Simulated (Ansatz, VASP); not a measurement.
## Ga: VASP beside Ansatz

Contents of INCAR:

```
SYSTEM = Ga
  ALGO = Normal
  EDIFF = 1E-8
  ENCUT = 520
  GGA = PE
  ISIF = 2
  ISMEAR = -1
  LASPH = .TRUE.
  LCHARG = .FALSE.
  LEFG = .TRUE.
  LREAL = .FALSE.
  LWAVE = .FALSE.
  NBANDS = 20
  NELM = 100
  PREC = Accurate
  SIGMA = 0.03
```

KPOINTS

```
k-points
0
G
  14 14 11
  0 0 0
```

Contents of POSCAR:

```
Ga
1.0
    1.3830000000     -4.0265000000      0.0000000000
    1.3830000000      4.0265000000      0.0000000000
   -0.1174500000      0.0000000000      3.3299300000
Ga
2
Direct
    0.8690000000      0.1310000000      0.2500000000
    0.1310000000      0.8690000000      0.7500000000
```

Input for Ansatz:

```yaml
crystal:
  lattice:
    - [1.383, -4.0265, 0.0]
    - [1.383, 4.0265, 0.0]
    - [-0.11745, 0.0, 3.32993]
  atoms:
    - { symbol: Ga, position: [0.869, 0.131, 0.25] }
    - { symbol: Ga, position: [0.131, 0.869, 0.75] }
kpoints:
  mp_grid: { grid: [14, 14, 11] }
  band_path:
    path:
      - [0.0, 0.0, 0.0]
      - [-0.5, 0.5, 0.0]
      - [-0.5, 0.5, 0.5]
      - [0.0, 0.0, 0.5]
      - [0.0, 0.0, 0.0]
      - [-0.5, 0.0, 0.5]
      - [0.0, 0.0, 0.0]
      - [-0.5, 0.0, 0.0]
    npoints: 14
scf:
  occupations: { method: fermi_dirac, width: 0.03 }
hamiltonian:
  xc: pbe
  pseudopotentials: { kind: paw }
output:
  forces: true
  stress: true
  eigenvalues: true
  efg: { contact_densities: true }
  populations: true
  bader: true
  dos: { projected: true, de: 0.2, e_range: [-14, 8] }
  write_density: true
  write_potential: true
  elf: true
  volumetric_format: npy
```

Alike in both runs: task electric field gradients; functional PBE; k mesh 14 × 14 × 11; occupations fermi-dirac, width 0.03 eV; no spin polarisation.

|  | VASP | Ansatz |
| --- | --- | --- |
| version | VASP 6.6.1 | Ansatz 0.2.0 |
| potentials or method | VASP PAW PBE potentials, release 64 (Ga_d) | PAW with Ansatz's default frozen-core files, scalar-relativistic |
| plane-wave cutoff (eV) | 520 | 420 |
| valence electrons in the cell | 26 | 26 |

```tsv
	VASP	Ansatz	Ansatz less VASP
pressure (GPa)	1.9	1.7	-0.13
traceless stress, the component that is largest in VASP (GPa)	-0.20	-0.18	+0.021
rms of the force components (eV/Å)	0.109	0.109	-0.0008
size of Vzz on the site where it differs most (V/Å²)	24.8	26.4	+1.63
```

Atom by atom the forces differ by 0.001 eV/Å (rms over components). With one functional, cell and mesh, what is left measures potentials, basis and numerics.
